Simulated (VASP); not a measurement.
# Ge3P4 (I-43d) in VASP: single point with PBE

Aim: the single point of Ge3P4 with PBE.

Program: VASP 6.6.1. These are calculated values, not measurements. Logs are shortened: lines on timing, memory, paths and dates and some standing lists are left out, and cuts for length are marked.

## Step 1: The cell of the first run

It takes space group I-43d (No. 220, cubic). Conventional cell: a = 8.356 Å, b = 8.356 Å, c = 8.356 Å, α = 90.00°, β = 90.00°, γ = 90.00°. Within 3.1 Å of Ge (site symmetry -4) lie 4 P at 2.38 Å. P (site symmetry 3) has 3 Ge at 2.38 Å within 3.1 Å.

The cell was built from a structure type or drawn by symmetry, and may not be a known phase.

## Step 2: Single point, PBE

Contents of INCAR:

```
SYSTEM = Ge3P4
ALGO = Normal
EDIFF = 1E-6
ENCUT = 520
GGA = PE
ISIF = 2
ISMEAR = 0
LASPH = .True.
LCHARG = .False.
LREAL = .False.
LWAVE = .False.
NBANDS = 75
NELM = 100
PREC = Accurate
SIGMA = 0.1
```

Contents of KPOINTS:

```
k-points
0
Gamma
  6 6 6
  0 0 0
```

Contents of POSCAR:

```
Ge3P4
1.0
   -4.1780176370      4.1780176370      4.1780176370
    4.1780176370     -4.1780176370      4.1780176370
    4.1780176370      4.1780176370     -4.1780176370
Ge P
6 8
Direct
    0.2500000000      0.1250000000      0.8750000000
    0.8750000000      0.2500000000      0.1250000000
    0.7500000000      0.3750000000      0.6250000000
    0.6250000000      0.7500000000      0.3750000000
    0.1250000000      0.8750000000      0.2500000000
    0.3750000000      0.6250000000      0.7500000000
    0.4790943870      0.4790943870      0.4790943870
    0.5209056130      0.5000000000      0.0000000000
    0.5000000000      0.0000000000      0.0209056130
    0.0000000000      0.5209056130      0.5000000000
    0.0209056130      0.5000000000      0.0000000000
    0.9790943870      0.9790943870      0.9790943870
    0.0000000000      0.0209056130      0.5000000000
    0.5000000000      0.0000000000      0.5209056130
```

Potentials or basis: VASP PAW PBE potentials, release 64 (Ge_d, P).

On the command line:

```console
$ cat potpaw_PBE.64/Ge_d/POTCAR potpaw_PBE.64/P/POTCAR > POTCAR
$ mpirun -np 1 vasp_std > vasp.out
```

OUTCAR:

```text
SYSTEM = Ge3P4
   EDIFF = 1E-6
   ENCUT = 520
   GGA = PE
   ISIF = 2
   ISMEAR = 0
   LASPH = .True.
   LREAL = .False.
   NELM = 100
   PREC = Accurate

 ion  position               nearest neighbor table
   1  0.250  0.125  0.875-   8 2.38   9 2.38  12 2.38  13 2.38
   2  0.875  0.250  0.125-   9 2.38  10 2.38  11 2.38  12 2.38
   3  0.750  0.375  0.625-   7 2.38  10 2.38  11 2.38  14 2.38
   4  0.625  0.750  0.375-   7 2.38   8 2.38  13 2.38  14 2.38
   5  0.125  0.875  0.250-  11 2.38  12 2.38  13 2.38  14 2.38
   6  0.375  0.625  0.750-   7 2.38   8 2.38   9 2.38  10 2.38
   7  0.479  0.479  0.479-   3 2.38   4 2.38   6 2.38
   8  0.521  0.500  0.000-   1 2.38   4 2.38   6 2.38
   9  0.500  0.000  0.021-   1 2.38   2 2.38   6 2.38
  10  0.000  0.521  0.500-   2 2.38   3 2.38   6 2.38
  11  0.021  0.500  0.000-   2 2.38   3 2.38   5 2.38
  12  0.979  0.979  0.979-   1 2.38   2 2.38   5 2.38
  13  0.000  0.021  0.500-   1 2.38   4 2.38   5 2.38
  14  0.500  0.000  0.521-   3 2.38   4 2.38   5 2.38

  LATTYP: Found a body centered cubic cell.
 ALAT       =     8.3560352740

  Lattice vectors:

 A1 = (  -4.1780176370,   4.1780176370,   4.1780176370)
 A2 = (   4.1780176370,  -4.1780176370,   4.1780176370)
 A3 = (   4.1780176370,   4.1780176370,  -4.1780176370)

Analysis of symmetry for initial positions (statically):
=====================================================================
 Subroutine PRICEL returns:
 Original cell was already a primitive cell.

 Routine SETGRP: Setting up the symmetry group for a
 body centered cubic supercell.

 Subroutine GETGRP returns: Found 24 space group operations
 (whereof  3 operations were pure point group operations)
 out of a pool of 48 trial point group operations.

The static configuration has the point symmetry C_3 .
 The point group associated with its full space group is T_d .

Analysis of symmetry for dynamics (positions and initial velocities):
=====================================================================
 Subroutine PRICEL returns:
 Original cell was already a primitive cell.

 Routine SETGRP: Setting up the symmetry group for a
 body centered cubic supercell.

 Subroutine GETGRP returns: Found 24 space group operations
 (whereof  3 operations were pure point group operations)
 out of a pool of 48 trial point group operations.

The dynamic configuration has the point symmetry C_3 .
 The point group associated with its full space group is T_d .

 Subroutine INISYM returns: Found 24 space group operations
 (whereof  3 operations are pure point group operations),
 and found     1 'primitive' translations

----------------------------------------------------------------------------------------

                                     Primitive cell

  volume of cell :     291.7231

  direct lattice vectors                    reciprocal lattice vectors
    -4.178017637  4.178017637  4.178017637     0.000000000  0.119673980  0.119673980
     4.178017637 -4.178017637  4.178017637     0.119673980  0.000000000  0.119673980
     4.178017637  4.178017637 -4.178017637     0.119673980  0.119673980  0.000000000

  length of vectors
     7.236538822  7.236538822  7.236538822     0.169244566  0.169244566  0.169244566

  position of ions in fractional coordinates (direct lattice)
     0.250000000  0.125000000  0.875000000
     0.875000000  0.250000000  0.125000000
     0.750000000  0.375000000  0.625000000
     0.625000000  0.750000000  0.375000000
     0.125000000  0.875000000  0.250000000
     0.375000000  0.625000000  0.750000000
     0.479094387  0.479094387  0.479094387
     0.520905613  0.500000000  0.000000000
     0.500000000  0.000000000  0.020905613
     0.000000000  0.520905613  0.500000000
     0.020905613  0.500000000  0.000000000
     0.979094387  0.979094387  0.979094387
     0.000000000  0.020905613  0.500000000
     0.500000000  0.000000000  0.520905613

  ion indices of the primitive-cell ions
   primitive index   ion index
                 1           1
                 2           2
                 3           3
                 4           4
                 5           5
                 6           6
                 7           7
                 8           8
                 9           9
                10          10
                11          11
                12          12
                13          13
                14          14

----------------------------------------------------------------------------------------

 KPOINTS: k-points

Automatic generation of k-mesh.
 Grid dimensions read from file:
 generate k-points for:    6    6    6

 Generating k-lattice:

  Cartesian coordinates                     Fractional coordinates (reciprocal lattice)
     0.000000000  0.019945663  0.019945663     0.166666667  0.000000000  0.000000000
     0.019945663  0.000000000  0.019945663     0.000000000  0.166666667  0.000000000
     0.019945663  0.019945663  0.000000000     0.000000000  0.000000000  0.166666667

  Length of vectors
     0.028207428  0.028207428  0.028207428

  Shift w.r.t. Gamma in fractional coordinates (k-lattice)
     0.000000000  0.000000000  0.000000000

 Subroutine IBZKPT returns following result:
 ===========================================

 Found     16 irreducible k-points:

 Following reciprocal coordinates:
            Coordinates               Weight
  0.000000  0.000000  0.000000      1.000000
  0.166667  0.000000  0.000000     12.000000
  0.333333  0.000000  0.000000     12.000000
  0.500000  0.000000  0.000000      6.000000
  0.166667  0.166667  0.000000     24.000000
  0.333333  0.166667  0.000000     48.000000
[... 8 lines left out ...]
  0.500000  0.500000  0.333333     12.000000
  0.500000  0.500000  0.500000      1.000000
   k-points           NKPTS =     16   k-points in BZ     NKDIM =     16   number of bands    NBANDS=     75
   number of dos      NEDOS =    301   number of ions     NIONS =     14
   total plane-waves  NPLWV = 157464
   dimension x,y,z NGX =    54 NGY =   54 NGZ =   54
   dimension x,y,z NGXF=   108 NGYF=  108 NGZF=  108
   ions per type =               6   8
   NGX,Y,Z   is equivalent  to a cutoff of  12.41, 12.41, 12.41 a.u.
   NGXF,Y,Z  is equivalent  to a cutoff of  24.81, 24.81, 24.81 a.u.
 SYSTEM =  Ge3P4
   PREC   = accura    normal or accurate (medium, high low for compatibility)
   ISTART =      0    job   : 0-new  1-cont  2-samecut
   ICHARG =      2    charge: 1-file 2-atom 10-const
   ISPIN  =      1    spin polarized calculation?
   LNONCOLLINEAR =      F non collinear calculations
   LSORBIT =      F    spin-orbit coupling
   LASPH  =      T    aspherical Exc in radial PAW
   ENCUT  =  520.0 eV  38.22 Ry    6.18 a.u.  13.46 13.46 13.46*2*pi/ulx,y,z
   NELM   =    100;   NELMIN=  2; NELMDL= -5     # of ELM steps
   EDIFF  = 0.1E-05   stopping-criterion for ELM
   LREAL  =      F    real-space projection
   EDIFFG = 0.1E-04   stopping-criterion for IOM
   NSW    =      0    number of steps for IOM
   IBRION =     -1    ionic relax: 0-MD 1-quasi-New 2-CG
   NFREE  =      0    steps in history (QN), initial steepest desc. (CG)
   ISIF   =      2    stress and relaxation
   ISYM   =      2    0-nonsym 1-usesym 2-fastsym
   POTIM  = 0.5000    time-step for ionic-motion
   TEBEG  =    0.0;   TEEND  =   0.0 temperature during run
   PSTRESS=    0.0 pullay stress
   NELECT =     124.0000    total number of electrons
   NUPDOWN=      -1.0000    fix difference up-down
   EMIN   =  10.00;   EMAX   =-10.00  energy-range for DOS
   EFERMI =   0.00;   METHOD = LEGACY
   ISMEAR =     0;   SIGMA  =   0.10  broadening in eV -4-tet -1-fermi 0-gaus
   EFERMI_NEDOS =   21; number of points for ismear=-14 and -15
   IALGO  =     38    algorithm
   IMIX   =      4    mixing-type and parameters
     AMIX     =   0.40;   BMIX     =  1.00
     AMIX_MAG =   1.60;   BMIX_MAG =  1.00
  volume/ion in A,a.u.               =      20.84       140.62
  Fermi-wavevector in a.u.,A,eV,Ry     =   1.230907  2.326076 20.614612  1.515131
  Thomas-Fermi vector in A             =   2.365737
   LORBIT       =      0    0 simple, 1 ext, 2 COOP (PROOUT), +10 PAW based schemes
   GGA     = PE    functional components
   LHFCALC =     F    Hartree Fock is set to
   AEXX    =    0.0000 exact exchange contribution
   IVDW    =     0    specifies the selected vdW correction
   LEPSILON=     F    determine dielectric tensor
   LRPA    =     F    only Hartree local field effects (RPA)
 non-spin polarized calculation
 Gauss-broadening in eV      SIGMA  =   0.10
  energy-cutoff  :      520.00
  volume of cell :      291.72
 maximum number of plane-waves:      7876
 NGX is ok and might be reduce to    54
   NGX = 27   NGY = 27   NGZ = 27

 number of electron     123.9999970 magnetization

 Free energy of the ion-electron system (eV)
  ---------------------------------------------------
  ext. energy  EPLUGINS =         0.00000000
  ---------------------------------------------------
  free energy    TOTEN  =       -67.35472206 eV

  energy without entropy =      -67.33580472  energy(sigma->0) =      -67.34526339

 E-fermi :   5.2196     XC(G=0):  -9.9158

 val. band max:        5.2155379508   @ k =   0.1667   0.0000   0.0000
 cond. band min:       5.2329565530   @ k =   0.1667   0.0000   0.0000
 fundamental gap:      0.0174186022
 Fermi energy:         5.2196456245

 k-point     1 :       0.0000    0.0000    0.0000
  band No.  band energies     occupation
      1     -19.6296      2.00000
      2     -19.6218      2.00000
      3     -19.6218      2.00000
      4     -19.6218      2.00000
      5     -19.6168      2.00000
      6     -19.6168      2.00000
[... 66 lines left out ...]
     73       7.8604      0.00000
     74       7.8604      0.00000

 k-point     2 :       0.1667    0.0000    0.0000
  band No.  band energies     occupation
      1     -19.6290      2.00000
      2     -19.6222      2.00000
      3     -19.6220      2.00000
      4     -19.6219      2.00000
      5     -19.6172      2.00000
      6     -19.6169      2.00000
[... 66 lines left out ...]
     73       8.1555      0.00000
     74       8.3426      0.00000

 k-point     3 :       0.3333    0.0000    0.0000
  band No.  band energies     occupation
      1     -19.6274      2.00000
      2     -19.6234      2.00000
      3     -19.6222      2.00000
      4     -19.6221      2.00000
      5     -19.6177      2.00000
      6     -19.6172      2.00000
[... 990 lines left out ...]
     73       9.2891      0.00000
     74       9.2891      0.00000

 k-point    16 :       0.5000    0.5000    0.5000
  band No.  band energies     occupation
      1     -19.6220      2.00000
      2     -19.6220      2.00000
      3     -19.6220      2.00000
      4     -19.6220      2.00000
      5     -19.6220      2.00000
      6     -19.6220      2.00000
[... 66 lines left out ...]
     73       9.0609      0.00000
     74       9.0609      0.00000
 [bands above 74 left out]

------------------------ aborting loop because EDIFF is reached ----------------------------------------

  FORCE on cell =-STRESS in cart. coord.  units (eV):
  Direction    XX          YY          ZZ          XY          YZ          ZX
  --------------------------------------------------------------------------------------
  -------------------------------------------------------------------------------------
  Total       -0.2258551     -0.2258551     -0.2258551      0.0000000     -0.0000000      0.0000000
  in kB       -1.2404227     -1.2404227     -1.2404227      0.0000000     -0.0000000      0.0000000
  external PRESSURE =      -1.2404227 kB  Pullay stress =       0.0000000 kB

 VOLUME and BASIS-vectors are now :
 -----------------------------------------------------------------------------
  energy-cutoff  :      520.00
  volume of cell :      291.72
      direct lattice vectors                 reciprocal lattice vectors
    -4.178017637  4.178017637  4.178017637     0.000000000  0.119673980  0.119673980
     4.178017637 -4.178017637  4.178017637     0.119673980  0.000000000  0.119673980
     4.178017637  4.178017637 -4.178017637     0.119673980  0.119673980  0.000000000

 POSITION                                       TOTAL-FORCE (eV/Angst)
 -----------------------------------------------------------------------------------
      3.13351      4.17802     -2.08901         0.000000     -0.000000     -0.000000
     -2.08901      3.13351      4.17802         0.000000     -0.000000     -0.000000
      1.04450      4.17802      2.08901         0.000000     -0.000000     -0.000000
      2.08901      1.04450      4.17802         0.000000     -0.000000     -0.000000
      4.17802     -2.08901      3.13351         0.000000     -0.000000     -0.000000
      4.17802      2.08901      1.04450         0.000000     -0.000000     -0.000000
      2.00166      2.00166      2.00166         0.004267      0.004267      0.004267
     -0.08734      0.08734      4.26536         0.004267     -0.004267     -0.004267
     -2.00166      2.17635      2.00166        -0.004267     -0.004267      0.004267
      4.26536     -0.08734      0.08734        -0.004267      0.004267     -0.004267
      2.00166     -2.00166      2.17635         0.004267     -0.004267     -0.004267
      4.09067      4.09067      4.09067         0.004267      0.004267      0.004267
      2.17635      2.00166     -2.00166        -0.004267      0.004267     -0.004267
      0.08734      4.26536     -0.08734        -0.004267     -0.004267      0.004267
 -----------------------------------------------------------------------------------
    total drift:                               -0.000001     -0.000001     -0.000001

  FREE ENERGIE OF THE ION-ELECTRON SYSTEM (eV)
  ---------------------------------------------------
  free  energy   TOTEN  =       -67.3547220634 eV

  energy  without entropy=      -67.3358047231  energy(sigma->0) =      -67.34526339
```

Wall time 8.2 min (1 thread of Intel Xeon Platinum 8375C at 2.90GHz (Ice Lake), shared host); peak memory 0.51 GiB.

Results:

```
Free energy            : -67.3547 eV
Pressure               : -0.1 GPa
Largest force          : 0.007 eV/Å
Band gap on the k mesh : zero (filled and empty bands touch)
```

Forces on the atoms (eV/Å):
```
Ge   0.000  0.000  0.000
Ge   0.000  0.000  0.000
Ge   0.000  0.000  0.000
Ge   0.000  0.000  0.000
Ge   0.000  0.000  0.000
Ge   0.000  0.000  0.000
P    0.004  0.004  0.004
P    0.004 -0.004 -0.004
P   -0.004 -0.004  0.004
P   -0.004  0.004 -0.004
P    0.004 -0.004 -0.004
P    0.004  0.004  0.004
P   -0.004  0.004 -0.004
P   -0.004 -0.004  0.004
```
